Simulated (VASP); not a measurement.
Here is a VASP 6.6.1 calculation.

The input INCAR:

```
  PREC = Accurate
  ENCUT = 600
  EDIFF = 1E-6
  ISMEAR = 0
  SIGMA = 0.2
  LREAL = False
  LASPH = True
  NELM = 60
  ALGO = Normal
  ISIF = 3
  LWAVE = False
  LCHARG = False
  GGA = PE
  IBRION = 2
  NSW = 36
  EDIFFG = -0.08
```

Contents of KPOINTS:

```
Automatic mesh
0
Gamma
  3 3 3
```

File POSCAR:

```
TiNb2Te4
1.0
    3.4863153400      2.0128251000      4.5696302700
   -3.4863153400      2.0128251000      4.5696302700
    0.0000000000     -4.0256502000      4.5696302700
Ti Nb Te
1 2 4
Direct
    0.0000000000      0.0000000000      0.0000000000
    0.7169980000      0.7169980000      0.7169980000
    0.2830020000      0.2830020000      0.2830020000
    0.0000000000      0.0000000000      0.5000000000
    0.5000000000      0.0000000000      0.0000000000
    0.0000000000      0.5000000000      0.0000000000
    0.5000000000      0.5000000000      0.5000000000
```

Potentials or basis: VASP PAW PBE potentials, release 64 (Ti_sv, Nb_sv, Te).

Run with:

```bash
$ cat potpaw_PBE.64/Ti_sv/POTCAR potpaw_PBE.64/Nb_sv/POTCAR potpaw_PBE.64/Te/POTCAR > POTCAR
$ mpirun -np 1 vasp_std > vasp.out
```

Task: Estimate the band gap on the k mesh.

Result: Zero (bands 31 and 32 overlap by 0.34 eV).

Task: Predict the relaxed cell.

Result: a = 6.112 Å, b = 6.112 Å, c = 6.112 Å, α = 90.38°, β = 90.38°, γ = 90.38°.

Task: Predict the space group after relaxing (to 0.1 Å).

Result: R-3m (No. 166).

Final structure:
```xyz
7
Lattice="4.3363 2.5036 3.5055 -4.3363 2.5036 3.5055 0.0000 -5.0071 3.5055" Properties=species:S:1:pos:R:3 pbc="T T T"
Ti    0.0000    0.0000    0.0000
Nb    0.0000    0.0000    7.8999
Nb    0.0000    0.0000    2.6168
Te    0.0000   -2.5036    1.7528
Te    2.1681    1.2518    1.7528
Te   -2.1681    1.2518    1.7528
Te    0.0000    0.0000    5.2583
```

Caveat: the k points lie up to 0.34 Å⁻¹ apart in the final cell; spin-orbit coupling is left out, which moves the levels of the heavy elements.
